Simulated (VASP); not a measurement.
# Li16H (a cell with a defect) in VASP: single point with PBEsol

Aim: the single point of Li16H (a cell with a defect) with PBEsol.

Program: VASP 6.6.1. These are calculated values, not measurements. Logs are shortened: lines on timing, memory, paths and dates and some standing lists are left out, and cuts for length are marked.

## 1. The cell of the first run

The cell holds a defect, 17 atoms: a = 6.980 Å, b = 6.980 Å, c = 6.980 Å, α = 90.00°, β = 90.00°, γ = 90.00°.

## 2. Single point, PBEsol

Contents of INCAR:

```
ALGO = Normal
EDIFF = 1E-6
ENCUT = 520
GGA = PS
ISIF = 2
ISMEAR = 0
LASPH = True
LCHARG = True
LELF = True
LREAL = Auto
LVHAR = True
LWAVE = False
NBANDS = 38
NELM = 100
PREC = Accurate
SIGMA = 0.15
```

Contents of KPOINTS:

```
k-points
0
Gamma
  3 3 3
```

Contents of POSCAR:

```
Li16H
1.0
    6.9800000000      0.0000000000      0.0000000000
    0.0000000000      6.9800000000      0.0000000000
    0.0000000000      0.0000000000      6.9800000000
Li H
16 1
Direct
    0.0014101719      0.0003339542     -0.0217236390
    0.4854935530      0.0002405444      0.0117297994
   -0.0048111748      0.5002229226     -0.0061544413
    0.0005606017      0.0003318052      0.5218979943
    0.2383793696      0.2563485673      0.2497265043
    0.5107083095      0.5001306590      0.0082409742
    0.4850210602      0.0002477077      0.4874411175
    0.7559998567      0.2438909742      0.2495597421
   -0.0047906877      0.5002276504      0.5055027221
    0.2384391117      0.7439196275      0.2497355301
    0.2658393983      0.2629835244      0.7494915473
    0.5108779370      0.5001398281      0.4912618911
    0.7560012894      0.7564247851      0.2495648997
    0.7485803725      0.2307613181      0.7493633238
    0.2656133238      0.7374053009      0.7494984241
    0.7481755014      0.7691487106      0.7493644699
    0.8724342407     -0.0007783668      0.7516095989
```

Potentials or basis: VASP PAW PBE potentials, release 64 (Li_sv, H).

The run is started by

```sh
> cat potpaw_PBE.64/Li_sv/POTCAR potpaw_PBE.64/H/POTCAR > POTCAR
> mpirun -np 1 vasp_std > vasp.out
```

OUTCAR:

```text
EDIFF = 1E-6
   ENCUT = 520
   GGA = PS
   ISIF = 2
   ISMEAR = 0
   LASPH = True
   LREAL = Auto
   NELM = 100
   PREC = Accurate

 ion  position               nearest neighbor table
   1  0.001  0.000  0.978-
   2  0.485  0.000  0.012-
   3  0.995  0.500  0.994-
   4  0.001  0.000  0.522-
   5  0.238  0.256  0.250-
   6  0.511  0.500  0.008-
[... 9 lines left out ...]
  16  0.748  0.769  0.749-
  17  0.872  0.999  0.752-

  LATTYP: Found a simple cubic cell.
 ALAT       =     6.9800000000

  Lattice vectors:

 A1 = (   6.9800000000,   0.0000000000,   0.0000000000)
 A2 = (   0.0000000000,   6.9800000000,   0.0000000000)
 A3 = (   0.0000000000,   0.0000000000,   6.9800000000)

Analysis of symmetry for initial positions (statically):
=====================================================================
 Subroutine PRICEL returns:
 Original cell was already a primitive cell.

 Routine SETGRP: Setting up the symmetry group for a
 simple cubic supercell.

 Subroutine GETGRP returns: Found  1 space group operations
 (whereof  1 operations were pure point group operations)
 out of a pool of 48 trial point group operations.

The static configuration has the point symmetry C_1 .

Analysis of symmetry for dynamics (positions and initial velocities):
=====================================================================
 Subroutine PRICEL returns:
 Original cell was already a primitive cell.

 Routine SETGRP: Setting up the symmetry group for a
 simple cubic supercell.

 Subroutine GETGRP returns: Found  1 space group operations
 (whereof  1 operations were pure point group operations)
 out of a pool of 48 trial point group operations.

The dynamic configuration has the point symmetry C_1 .

 Subroutine INISYM returns: Found  1 space group operations
 (whereof  1 operations are pure point group operations),
 and found     1 'primitive' translations

----------------------------------------------------------------------------------------

                                     Primitive cell

  volume of cell :     340.0684

  direct lattice vectors                    reciprocal lattice vectors
     6.980000000  0.000000000  0.000000000     0.143266476  0.000000000  0.000000000
[... 107 lines left out ...]
   EDIFFG = 0.1E-04   stopping-criterion for IOM
   NSW    =      0    number of steps for IOM
   IBRION =     -1    ionic relax: 0-MD 1-quasi-New 2-CG
   NFREE  =      0    steps in history (QN), initial steepest desc. (CG)
   ISIF   =      2    stress and relaxation
   ISYM   =      2    0-nonsym 1-usesym 2-fastsym
   POTIM  = 0.5000    time-step for ionic-motion
   TEBEG  =    0.0;   TEEND  =   0.0 temperature during run
   PSTRESS=    0.0 pullay stress
   NELECT =      49.0000    total number of electrons
   NUPDOWN=      -1.0000    fix difference up-down
   EMIN   =  10.00;   EMAX   =-10.00  energy-range for DOS
   EFERMI =   0.00;   METHOD = LEGACY
   ISMEAR =     0;   SIGMA  =   0.15  broadening in eV -4-tet -1-fermi 0-gaus
   EFERMI_NEDOS =   21; number of points for ismear=-14 and -15
   IALGO  =     38    algorithm
   IMIX   =      4    mixing-type and parameters
     AMIX     =   0.40;   BMIX     =  1.00
     AMIX_MAG =   1.60;   BMIX_MAG =  1.00
  volume/ion in A,a.u.               =      20.00       134.99
  Fermi-wavevector in a.u.,A,eV,Ry     =   0.858258  1.621873 10.022155  0.736608
  Thomas-Fermi vector in A             =   1.975436
   LORBIT       =      0    0 simple, 1 ext, 2 COOP (PROOUT), +10 PAW based schemes
   GGA     = PS    functional components
   LHFCALC =     F    Hartree Fock is set to
   AEXX    =    0.0000 exact exchange contribution
   IVDW    =     0    specifies the selected vdW correction
   LEPSILON=     F    determine dielectric tensor
   LRPA    =     F    only Hartree local field effects (RPA)
 non-spin polarized calculation
 Gauss-broadening in eV      SIGMA  =   0.15
  energy-cutoff  :      520.00
  volume of cell :      340.07
 maximum number of plane-waves:      9180
 NGX is ok and might be reduce to    54
   NGX = 25   NGY = 25   NGZ = 25

 number of electron      48.9999983 magnetization

 Free energy of the ion-electron system (eV)
  ---------------------------------------------------
  ext. energy  EPLUGINS =         0.00000000
  ---------------------------------------------------
  free energy    TOTEN  =       -35.18783044 eV

  energy without entropy =      -35.07313571  energy(sigma->0) =      -35.13048308

 E-fermi :   0.4960     XC(G=0):  -6.9457

 val. band max:        0.4800397912   @ k =  -0.3333   0.3333   0.0000
 cond. band min:       0.5114180792   @ k =  -0.3333   0.0000   0.3333
 fundamental gap:      0.0313782879
 Fermi energy:         0.4960448564

 k-point     1 :       0.0000    0.0000    0.0000
  band No.  band energies     occupation
      1     -45.5304      2.00000
      2     -45.5256      2.00000
      3     -45.5189      2.00000
      4     -45.5173      2.00000
      5     -45.4574      2.00000
      6     -45.4532      2.00000
[... 535 lines left out ...]
     35       3.6732      0.00000
     36       3.8054      0.00000
 [bands above 36 left out]

------------------------ aborting loop because EDIFF is reached ----------------------------------------

  FORCE on cell =-STRESS in cart. coord.  units (eV):
  Direction    XX          YY          ZZ          XY          YZ          ZX
  --------------------------------------------------------------------------------------
  -------------------------------------------------------------------------------------
  Total       -1.6712970     -1.4780408     -1.4566755      0.0096896      0.0006190      0.0211170
  in kB       -7.8740458     -6.9635509     -6.8628914      0.0456512      0.0029164      0.0994892
  external PRESSURE =      -7.2334960 kB  Pullay stress =       0.0000000 kB

 VOLUME and BASIS-vectors are now :
 -----------------------------------------------------------------------------
  energy-cutoff  :      520.00
  volume of cell :      340.07
      direct lattice vectors                 reciprocal lattice vectors
     6.980000000  0.000000000  0.000000000     0.143266476  0.000000000  0.000000000
     0.000000000  6.980000000  0.000000000     0.000000000  0.143266476  0.000000000
     0.000000000  0.000000000  6.980000000     0.000000000  0.000000000  0.143266476

 POSITION                                       TOTAL-FORCE (eV/Angst)
 -----------------------------------------------------------------------------------
      0.00984      0.00233      6.82837         0.005364     -0.002427      0.024094
      3.38874      0.00168      0.08187        -0.003903     -0.000519      0.002476
      6.94642      3.49156      6.93704         0.000478     -0.001457      0.001003
      0.00391      0.00232      3.64285        -0.001239     -0.003926     -0.009924
      1.66389      1.78931      1.74309        -0.002583      0.004883      0.001723
      3.56474      3.49091      0.05752         0.001340     -0.000234      0.003467
[... 9 lines left out ...]
      5.22226      5.36866      5.23056        -0.001638     -0.014866      0.005944
      6.08959      6.97457      5.24624        -0.003297      0.014553     -0.029278
 -----------------------------------------------------------------------------------
    total drift:                               -0.011286      0.000535      0.002516

  FREE ENERGIE OF THE ION-ELECTRON SYSTEM (eV)
  ---------------------------------------------------
  free  energy   TOTEN  =       -35.1878304419 eV

  energy  without entropy=      -35.0731357100  energy(sigma->0) =      -35.13048308
```

stdout:

```text
POSCAR found type information on POSCAR LiH
 POSCAR found :  2 types and      17 ions
 scaLAPACK will be used
 -----------------------------------------------------------------------------
|                                                                             |
|                                                                             |
|     You enforced a specific xc type in the INCAR file but a different       |
|     I HOPE YOU KNOW WHAT YOU ARE DOING!                                     |
|                                                                             |
 -----------------------------------------------------------------------------

 LDA part: xc-table for (Slater+PW92), standard interpolation
 POSCAR, INCAR and KPOINTS ok, starting setup
 FFT: planning ... GRIDC
 FFT: planning ... GRID_SOFT
 FFT: planning ... GRID
 WAVECAR not read
 entering main loop
```

Run time: 3.8 min. Hardware: 1 thread of Intel Xeon Platinum 8488C (Sapphire Rapids), shared host; peak memory 0.41 GiB.

Results:

```yaml
Free_energy: -35.1878 eV
Largest_force: 0.033 eV/Å
Band_gap_on_the_k_mesh: zero (an odd number of electrons rules out a gap without spin polarisation)
```

Forces in eV/Å, atoms in the order of the input:
```
Li   0.005 -0.002  0.024
Li  -0.004 -0.001  0.002
Li   0.000 -0.001  0.001
Li  -0.001 -0.004 -0.010
Li  -0.003  0.005  0.002
Li   0.001  0.000  0.003
Li  -0.002 -0.001 -0.005
Li   0.001  0.003  0.003
Li   0.001 -0.002 -0.004
Li  -0.001 -0.003  0.001
Li  -0.001  0.001  0.000
Li   0.005 -0.001 -0.006
Li   0.000 -0.002  0.004
Li   0.001  0.008  0.006
Li   0.001  0.001  0.000
Li  -0.002 -0.015  0.006
H   -0.003  0.015 -0.029
```

Caveat: the cutoff is under 1.25 times the usual one of these potentials, so pressure, stress and relaxed cells hold a basis-set (Pulay) error; the PAW data sets were made with another functional, which shifts forces and pressure a little.

The gap in the log of VASP goes by the Fermi energy; the results here count the filled bands.